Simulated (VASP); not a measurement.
Set up this calculation in VASP 6.6.1, as the native input.

| Quantity | Value |
| --- | --- |
| Task | single point |
| Functional | PBE |
| Potentials or basis | VASP PAW PBE potentials, release 64 (Si, C, N) |
| Cutoff | 520 eV |
| k mesh | 6 × 6 × 8 |
| Occupations | fermi-dirac, width 0.02 eV |
| Spin | no spin polarisation |
| Dipole correction | no |
| Further INCAR settings | ALGO = Normal; EDIFF = 1e-07; NBANDS = 45 |

The structure of Si3C3N8 lies in POSCAR:

```
Si3C3N8
1.0
    7.0836271487     -0.0000000028      0.0000000000
   -3.5418135719      6.1346010631      0.0000000000
    0.0000000000      0.0000000000      2.6827290951
Si C N
3 3 8
Direct
    0.2261128044      0.8358905494      0.5000000000
    0.1641094506      0.3902222550      0.5000000000
    0.6097777450      0.7738871956      0.5000000000
    0.4262323290      0.2378415026      0.0000000000
    0.8116091735      0.5737676710      0.0000000000
    0.7621584974      0.1883908265      0.0000000000
    0.3333333333      0.6666666667      0.5000000000
    0.6666666667      0.3333333333      0.0000000000
    0.9487226186      0.6361846180      0.5000000000
    0.3029366945      1.0040693134      0.0000000000
    0.7011326189      0.6970633055      0.0000000000
    0.3638153820      0.3125380006      0.5000000000
   -0.0040693134      0.2988673811      0.0000000000
    0.6874619994      0.0512773814      0.5000000000
```

These files were run (other wordings do the same):

INCAR

```
SYSTEM = Si3C3N8
PREC = Accurate
ENCUT = 520
EDIFF = 1E-7
ISMEAR = -1
SIGMA = 0.02
LREAL = .False.
LASPH = .True.
NELM = 100
ALGO = Normal
ISIF = 2
LWAVE = .False.
LCHARG = .True.
GGA = PE
LELF = .True.
LVHAR = .True.
NBANDS = 45
```

KPOINTS

```
regular mesh
0
Gamma
  6 6 8
  0 0 0
```

Potentials or basis: VASP PAW PBE potentials, release 64 (Si, C, N).

Launch:

```bash
$ cat potpaw_PBE.64/Si/POTCAR potpaw_PBE.64/C/POTCAR potpaw_PBE.64/N/POTCAR > POTCAR
$ mpirun -np 1 vasp_std > vasp.out
```

Results of the run:

| Item | Value |
| --- | --- |
| Pressure | -0.1 GPa |
| Largest force | 0.060 eV/Å |
| Band gap on the k mesh | 2.21 eV (least direct gap 2.39 eV) |

Run time: 5.2 min on 1 thread of Intel(R) Xeon(R) 6975P-C (Granite Rapids), with other jobs on the host, peak memory 0.32 GiB.
